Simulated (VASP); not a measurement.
Here is a VASP 6.6.1 calculation.

The input INCAR:

```
SYSTEM = Hf2SiO4
PREC = Accurate ; ENCUT = 600
EDIFF = 1E-6 ; ISMEAR = 0
SIGMA = 0.2 ; LREAL = .FALSE.
LASPH = .TRUE. ; NELM = 100
ALGO = Normal ; ISIF = 3
LWAVE = .FALSE. ; LCHARG = .FALSE.
GGA = PE ; IBRION = 2
NSW = 36 ; EDIFFG = -0.08
```

KPOINTS

```
Automatic mesh
0
G
  3 3 3
  0 0 0
```

Contents of POSCAR:

```
Hf2SiO4
1.0
    0.0000000000      4.4150000000      4.4150000000
    4.4150000000      0.0000000000      4.4150000000
    4.4150000000      4.4150000000      0.0000000000
Hf Si O
4 2 8
Direct
    0.6250000000      0.1250000000      0.1250000000
    0.1250000000      0.6250000000      0.1250000000
    0.1250000000      0.1250000000      0.6250000000
    0.1250000000      0.1250000000      0.1250000000
    0.7500000000      0.7500000000      0.7500000000
    0.5000000000      0.5000000000      0.5000000000
    0.8650000000      0.8650000000      0.4050000000
    0.8650000000      0.4050000000      0.8650000000
    0.4050000000      0.8650000000      0.8650000000
    0.8650000000      0.8650000000      0.8650000000
    0.8450000000      0.3850000000      0.3850000000
    0.3850000000      0.8450000000      0.3850000000
    0.3850000000      0.3850000000      0.8450000000
    0.3850000000      0.3850000000      0.3850000000
```

Potentials or basis: VASP PAW PBE potentials, release 64 (Hf_pv, Si, O).

Run with:

```sh
$ cat potpaw_PBE.64/Hf_pv/POTCAR potpaw_PBE.64/Si/POTCAR potpaw_PBE.64/O/POTCAR > POTCAR
$ mpirun -np 1 vasp_std > vasp.out
```

Q: Estimate the relaxed cell.

A: a = 6.110 Å, b = 6.110 Å, c = 6.110 Å, α = 60.00°, β = 60.00°, γ = 60.00°.

Q: What does it give for the relaxed volume?

A: 11.52 Å³/atom.

Q: Predict the space group after relaxing (to 0.05 Å).

A: Fd-3m (No. 227).

Final structure:
```
Hf Si O
1.0
     0.00000    4.32029    4.32029
     4.32029    0.00000    4.32029
     4.32029    4.32029    0.00000
Hf Si O
4 2 8
Cartesian
  1.0801 3.2402 3.2402
  3.2402 1.0801 3.2402
  3.2402 3.2402 1.0801
  1.0801 1.0801 1.0801
  6.4804 6.4804 6.4804
  4.3203 4.3203 4.3203
  5.5288 5.5288 7.4321
  5.5288 7.4321 5.5288
  7.4321 5.5288 5.5288
  7.4321 7.4321 7.4321
  3.3686 5.2720 5.2720
  5.2720 3.3686 5.2720
  5.2720 5.2720 3.3686
  3.3686 3.3686 3.3686
```

Caveat: the k points lie up to 0.42 Å⁻¹ apart in the final cell.
